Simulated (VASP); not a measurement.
NiO: single point with r2SCAN

Crystal: NiO.

```xyz
2
Lattice="0.0000 2.0993 2.0993 2.0993 0.0000 2.0993 2.0993 2.0993 0.0000" Properties=species:S:1:pos:R:3 pbc="T T T"
Ni    0.0000    0.0000    0.0000
O     2.0993    2.0993    2.0993
```

```json
{
  "Program": "VASP 6.6.1",
  "Task": "single point",
  "Functional": "r2SCAN",
  "Potentials or basis": "VASP PAW PBE potentials, release 64 (Ni, O)",
  "Cutoff": "520 eV",
  "k mesh": "9 × 9 × 9",
  "Occupations": "fermi-dirac, width 0.02 eV",
  "Spin": "collinear spin, ferromagnetic start",
  "Starting moments": "[2.0, 0.0] μB",
  "Fixed moment": "2 μB"
}
```

```yaml
Pressure: -1.4 GPa
Net_moment: 2.00 μB per cell
Site_moments: Ni +1.69; O +0.28 μB
Valence_electrons_inside_the_program's_atomic_spheres: Ni 8.90; O 5.04
```

It took 35 s on 1 thread of Intel(R) Xeon(R) 6975P-C (Granite Rapids), with other jobs on the host, peak memory 0.16 GiB.

Caveat: the PAW data sets were made with another functional, which shifts forces and pressure a little; the total moment is fixed, so each spin has its own Fermi level; a cell with one magnetic atom can't hold antiferromagnetic order, which such compounds often take.
